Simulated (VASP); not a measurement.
Runs of VASP 6.6.1 on Be2C. The structure is that of space group Fm-3m (No. 225), or close to it. The cells are those of the table. 

```tsv
task	level	potentials or basis	cell	gap on the mesh (eV)	pressure (GPa)	relaxed volume (Å³/atom)
single point	LDA	VASP PAW LDA potentials, release 64 (Be, C)	a = 3.018 Å, angles 60.0°, 3 atoms	1.20	(a)	-
relaxation of cell and atoms	PBE+D4	VASP PAW PBE potentials, release 64 (Be, C)	relaxed from a = 3.062 Å, angles 60.0°, 3 atoms	1.16	0.0	6.64
relaxation of cell and atoms	LDA	VASP PAW LDA potentials, release 64 (Be, C)	relaxed from a = 3.062 Å, angles 60.0°, 3 atoms	(b)	0.0	6.49
single point	PBE+D4	VASP PAW PBE potentials, release 64 (Be, C)	a = 3.042 Å, angles 60.0°, 3 atoms	1.16	0.3	-
```

Alike in all rows: no spin polarisation; k mesh 6 × 6 × 6; cutoff (eV) 600; smearing gaussian 0.01 eV.

Q: Fill in the values left out.

A: (a) 0.5; (b) 1.19.

Caveats: some runs use coarse meshes.

A k mesh can miss the band edges.
